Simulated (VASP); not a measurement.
A run of VASP 6.6.1 is set up as follows.

The input INCAR:

```
SYSTEM = BiB
PREC = Accurate
ENCUT = 520
EDIFF = 1E-6
ISMEAR = -1
SIGMA = 0.02
LREAL = .False.
LASPH = .True.
NELM = 100
ALGO = Fast
ISIF = 2
LWAVE = .False.
LCHARG = .True.
GGA = PE
LELF = .True.
LVHAR = .True.
NBANDS = 16
```

KPOINTS

```
Automatic mesh
0
Gamma
  8 8 8
  0 0 0
```

The input POSCAR:

```
BiB
1.0
    0.0000000000      2.5950043228      2.8373251947
    2.5950043228      0.0000000000      2.8373251947
    2.5950043228      2.5950043228      0.0000000000
B Bi
1 1
Direct
    0.0000000000      0.0000000000      0.0000000000
    0.2500000000      0.2500000000      0.2500000000
```

Potentials or basis: VASP PAW PBE potentials, release 64 (B, Bi_d).

Launch:

```console
$ cat potpaw_PBE.64/B/POTCAR potpaw_PBE.64/Bi_d/POTCAR > POTCAR
$ mpirun -np 1 vasp_std > vasp.out
```

(1) Predict the band gap on the k mesh.

(2) Predict the pressure.

Answers

(1) 0.10 eV (least direct gap 0.55 eV).

(2) 8.7 GPa.

Caveat: the cell differs from its parent crystal (epitaxial xy strain -5.5%); the cell stands under pressure; spin-orbit coupling is left out, which moves the levels of the heavy elements.
